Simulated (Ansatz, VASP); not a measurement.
One calculation of Hg, two programs

Contents of INCAR:

```
ALGO = Normal
EDIFF = 1E-6
ENCUT = 520
GGA = PE
ISIF = 2
ISMEAR = -1
LASPH = True
LCHARG = False
LREAL = False
LWAVE = False
NBANDS = 19
NELM = 100
PREC = Accurate
SIGMA = 0.02
```

The input KPOINTS:

```
k-points
0
Gamma
  8 6 8
```

File POSCAR:

```
Hg
1.0
    2.9929184076      0.0000000000      0.5030871254
    0.0000000000      5.4873317671      0.0000000000
   -1.0450040493      0.0000000000      2.8492808733
Hg
2
Direct
    0.7498947160      0.2500000000      0.7503329663
    0.2501052840      0.7500000000      0.2496670337
```

Input for Ansatz:

```yaml
crystal:
  lattice:
    - [2.9929184076, 0.0, 0.5030871254]
    - [0.0, 5.4873317671, 0.0]
    - [-1.0450040493, 0.0, 2.8492808733]
  atoms:
    - { symbol: Hg, position: [0.749894716, 0.25, 0.7503329663] }
    - { symbol: Hg, position: [0.250105284, 0.75, 0.2496670337] }
kpoints:
  mp_grid: { grid: [8, 6, 8] }
  band_path:
    path:
      - [0.0, 0.0, 0.0]
      - [0.0, -0.5, 0.0]
      - [0.5, -0.5, -3.091566846187e-17]
      - [0.5, 0.0, -3.091566846187e-17]
      - [0.0, 0.0, 0.0]
      - [0.5, 0.0, -0.5]
      - [0.5, -0.5, -0.5]
      - [0.0, -0.5, 0.0]
      - [-4.944492063912e-17, -0.5, -0.5]
      - [-4.944492063912e-17, 0.0, -0.5]
      - [0.0, 0.0, 0.0]
    npoints: 10
hamiltonian:
  xc: pbe
scf:
  occupations: { method: fermi_dirac, width: 0.02 }
  n_extra_bands: 4
output:
  forces: true
  stress: true
  eigenvalues: true
  write_density: true
  write_potential: true
  elf: true
  volumetric_format: npy
```

Alike in both runs: task single point; functional PBE; k mesh 8 × 6 × 8; occupations fermi-dirac, width 0.02 eV; no spin polarisation.

|  | VASP | Ansatz |
| --- | --- | --- |
| version | VASP 6.6.1 | Ansatz 0.2.0 |
| potentials or method | VASP PAW PBE potentials, release 64 (Hg) | plane waves, PAW |
| plane-wave cutoff (eV) | 520 | 420 |
| valence electrons in the cell | 24 | 40 |

```csv
,VASP,Ansatz,Ansatz less VASP
pressure (GPa),3.4,3.1,-0.27
"traceless stress, the component that is largest in VASP (GPa)",-0.25,-0.11,+0.135
```

The functional is the same, so the differences come from potentials, cutoffs and numerics. VASP's potentials hold 24 valence electrons a cell and Ansatz's 40, so a difference there can come from the potentials and not from the codes.

Neither program's run includes spin-orbit coupling.
